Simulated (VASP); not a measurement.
# As5S (P6/mmm) in VASP: further runs, part 2 of 2

VASP 6.6.1.

### 3 Relaxation of cell and atoms, PBE

This run uses another cell than the first one, of 20.56 Å³/atom.

The input, INCAR:

```
  PREC = Accurate
  ENCUT = 600
  EDIFF = 1E-6
  ISMEAR = 0
  SIGMA = 0.1
  LREAL = F
  LASPH = T
  NELM = 100
  ALGO = Normal
  ISIF = 3
  LWAVE = F
  LCHARG = F
  GGA = PE
  IBRION = 2
  NSW = 90
  EDIFFG = -0.04
```

The input, KPOINTS:

```
Automatic mesh
0
Gamma
  6 6 4
```

The input, POSCAR:

```
As5S
1.0
    5.1386535733      0.0000000000      0.0000000000
   -2.5693267866      4.4502045357      0.0000000000
    0.0000000000      0.0000000000      5.3957247166
As S
5 1
Direct
    0.3333333333      0.6666666667      0.0000000000
    0.6666666667      0.3333333333      0.0000000000
    0.5000000000      0.0000000000      0.5000000000
    0.5000000000      0.5000000000      0.5000000000
    0.0000000000      0.5000000000      0.5000000000
    0.0000000000      0.0000000000      0.0000000000
```

Potentials or basis: VASP PAW PBE potentials, release 64 (As, S).

Run with:

```console
$ cat potpaw_PBE.64/As/POTCAR potpaw_PBE.64/S/POTCAR > POTCAR
$ mpirun -np 1 vasp_std > vasp.out
```

OUTCAR:

```text
PREC = Accurate
   ENCUT = 600
   EDIFF = 1E-6
   ISMEAR = 0
   LREAL = F
   LASPH = T
   NELM = 100
   ISIF = 3
   GGA = PE
   IBRION = 2
   NSW = 90
   EDIFFG = -0.04

 ion  position               nearest neighbor table
   1  0.333  0.667  0.000-
   2  0.667  0.333  0.000-
   3  0.500  0.000  0.500-   4 2.57   4 2.57   5 2.57   5 2.57
   4  0.500  0.500  0.500-   3 2.57   3 2.57   5 2.57   5 2.57
   5  0.000  0.500  0.500-   4 2.57   4 2.57   3 2.57   3 2.57
   6  0.000  0.000  0.000-

  LATTYP: Found a hexagonal cell.
 ALAT       =     5.1386535733
 C/A-ratio  =     1.0500269457

  Lattice vectors:

 A1 = (   5.1386535733,   0.0000000000,   0.0000000000)
 A2 = (  -2.5693267866,   4.4502045357,   0.0000000000)
 A3 = (   0.0000000000,   0.0000000000,   5.3957247166)

Analysis of symmetry for initial positions (statically):
=====================================================================
 Subroutine PRICEL returns:
 Original cell was already a primitive cell.

 Routine SETGRP: Setting up the symmetry group for a
 hexagonal supercell.

 Subroutine GETGRP returns: Found 24 space group operations
 (whereof 24 operations were pure point group operations)
 out of a pool of 24 trial point group operations.

The static configuration has the point symmetry D_6h.

Analysis of symmetry for dynamics (positions and initial velocities):
=====================================================================
 Subroutine PRICEL returns:
 Original cell was already a primitive cell.

 Routine SETGRP: Setting up the symmetry group for a
 hexagonal supercell.

 Subroutine GETGRP returns: Found 24 space group operations
 (whereof 24 operations were pure point group operations)
 out of a pool of 24 trial point group operations.

The dynamic configuration has the point symmetry D_6h.

 Subroutine INISYM returns: Found 24 space group operations
 (whereof 24 operations are pure point group operations),
 and found     1 'primitive' translations
[... 106 lines left out ...]
   ISYM   =      2    0-nonsym 1-usesym 2-fastsym
   POTIM  = 0.5000    time-step for ionic-motion
   TEBEG  =    0.0;   TEEND  =   0.0 temperature during run
   PSTRESS=    0.0 pullay stress
   NELECT =      31.0000    total number of electrons
   NUPDOWN=      -1.0000    fix difference up-down
   EMIN   =  10.00;   EMAX   =-10.00  energy-range for DOS
   EFERMI =   0.00;   METHOD = LEGACY
   ISMEAR =     0;   SIGMA  =   0.10  broadening in eV -4-tet -1-fermi 0-gaus
   EFERMI_NEDOS =   21; number of points for ismear=-14 and -15
   IALGO  =     38    algorithm
   IMIX   =      4    mixing-type and parameters
     AMIX     =   0.40;   BMIX     =  1.00
     AMIX_MAG =   1.60;   BMIX_MAG =  1.00
  volume/ion in A,a.u.               =      20.56       138.78
  Fermi-wavevector in a.u.,A,eV,Ry     =   1.033005  1.952096 14.518764  1.067099
  Thomas-Fermi vector in A             =   2.167230
   LORBIT       =      0    0 simple, 1 ext, 2 COOP (PROOUT), +10 PAW based schemes
   GGA     = PE    functional components
   LHFCALC =     F    Hartree Fock is set to
   AEXX    =    0.0000 exact exchange contribution
   IVDW    =     0    specifies the selected vdW correction
   LEPSILON=     F    determine dielectric tensor
   LRPA    =     F    only Hartree local field effects (RPA)
 conjugate gradient relaxation of ions
 non-spin polarized calculation
 Gauss-broadening in eV      SIGMA  =   0.10
  energy-cutoff  :      600.00
  volume of cell :      123.39
 maximum number of plane-waves:      4144
 NGX is ok and might be reduce to    42
   NGX = 21   NGY = 21   NGZ = 21

--------------------------------------- Ionic step        1  -------------------------------------------

 number of electron      30.9999998 magnetization

 Free energy of the ion-electron system (eV)
  ---------------------------------------------------
  ext. energy  EPLUGINS =         0.00000000
  ---------------------------------------------------
  free energy    TOTEN  =       -24.05503970 eV

  energy without entropy =      -24.03133779  energy(sigma->0) =      -24.04318874

------------------------ aborting loop because EDIFF is reached ----------------------------------------

  FORCE on cell =-STRESS in cart. coord.  units (eV):
  Direction    XX          YY          ZZ          XY          YZ          ZX
  --------------------------------------------------------------------------------------
  -------------------------------------------------------------------------------------
  Total        1.4968953      1.4968953     -1.7717442      0.0000000     -0.0000000     -0.0000000
  in kB       19.4367170     19.4367170    -23.0055442      0.0000000     -0.0000000     -0.0000000
  external PRESSURE =       5.2892966 kB  Pullay stress =       0.0000000 kB
[... 267 lines left out ...]
--------------------------------------- Ionic step        8  -------------------------------------------

 number of electron      31.0000003 magnetization

 Free energy of the ion-electron system (eV)
  ---------------------------------------------------
  ext. energy  EPLUGINS =         0.00000000
  ---------------------------------------------------
  free energy    TOTEN  =       -24.11722259 eV

  energy without entropy =      -24.10365204  energy(sigma->0) =      -24.11043731

 E-fermi :   5.2718     XC(G=0): -10.2277

 val. band max:        5.2617411014   @ k =   0.3333   0.0000   0.2500
 cond. band min:       5.2728729960   @ k =   0.1667   0.1667   0.5000
 fundamental gap:      0.0111318946
 Fermi energy:         5.2718431825

 k-point     1 :       0.0000    0.0000    0.0000
  band No.  band energies     occupation
      1      -9.6791      2.00000
      2      -6.5573      2.00000
      3      -4.5926      2.00000
      4      -4.4245      2.00000
      5      -3.6365      2.00000
      6      -3.6365      2.00000
[... 484 lines left out ...]
  FREE ENERGIE OF THE ION-ELECTRON SYSTEM (eV)
  ---------------------------------------------------
  free  energy   TOTEN  =       -24.1172225903 eV

  energy  without entropy=      -24.1036520367  energy(sigma->0) =      -24.11043731

 reached required accuracy - stopping structural energy minimisation
```

OSZICAR:

```text
N       E                     dE             d eps       ncg     rms          rms(c)
DAV:   1     0.146627974970E+03    0.14663E+03   -0.13543E+04   798   0.152E+03
DAV:   2    -0.120516868078E+02   -0.15868E+03   -0.15376E+03  1066   0.207E+02
DAV:   3    -0.241476874623E+02   -0.12096E+02   -0.11583E+02   988   0.565E+01
DAV:   4    -0.245384226644E+02   -0.39074E+00   -0.38252E+00  1088   0.950E+00
[... 66 lines left out ...]
DAV:   2    -0.241176742458E+02    0.79428E-03   -0.59539E-03  1063   0.427E-01    0.105E-01
DAV:   3    -0.241172824107E+02    0.39184E-03   -0.68309E-04  1014   0.147E-01    0.426E-02
DAV:   4    -0.241172205907E+02    0.61820E-04   -0.18983E-04  1053   0.796E-02    0.145E-02
DAV:   5    -0.241172221582E+02   -0.15675E-05   -0.17598E-05   954   0.229E-02    0.774E-03
DAV:   6    -0.241172225903E+02   -0.43208E-06   -0.15221E-06   533   0.763E-03
   8 F= -.24117223E+02 E0= -.24110437E+02  d E =-.274599E-02
```

It took 9.1 min on 1 thread of AMD EPYC 7R13, shared host; peak memory 0.28 GiB.

What came out:

```yaml
Free_energy: -24.1172 eV
Relaxed_volume: 20.43 Å³/atom
Relaxed_cell: a = 5.257 Å, b = 5.257 Å, c = 5.123 Å, α = 90.00°, β = 90.00°, γ = 120.00°
Space_group_after_relaxing_to_0.1_Å: P6/mmm (No. 191)
Energy_gained_by_relaxing: 10.4 meV/atom
Ionic_steps: 8
Pressure_after_relaxing: 0.2 GPa
Band_gap_on_the_k_mesh: zero (an odd number of electrons rules out a gap without spin polarisation)
```

Step by step:
```
step  energy change (eV)  largest force (eV/Å)  pressure (GPa)  volume (Å³)
   1              0.0000                0.0000            0.53       123.39
   2             -0.0393                0.0000           -0.59       124.58
   3             -0.0447                0.0000           -1.02       125.13
   4             -0.0454                0.0000           -1.16       125.32
   5             -0.0594                0.0000            0.22       122.69
   6             -0.0594                0.0000            0.31       122.52
   7             -0.0617                0.0000            0.23       122.57
   8             -0.0622                0.0000            0.19       122.59
```

Final structure:
```
As S
1.0
     5.25677    0.00000    0.00000
    -2.62838    4.55250    0.00000
     0.00000    0.00000    5.12269
As S
5 1
Direct
  0.33333 0.66667 0.00000
  0.66667 0.33333 0.00000
  0.50000 0.00000 0.50000
  0.50000 0.50000 0.50000
  0.00000 0.50000 0.50000
  0.00000 0.00000 0.00000
```
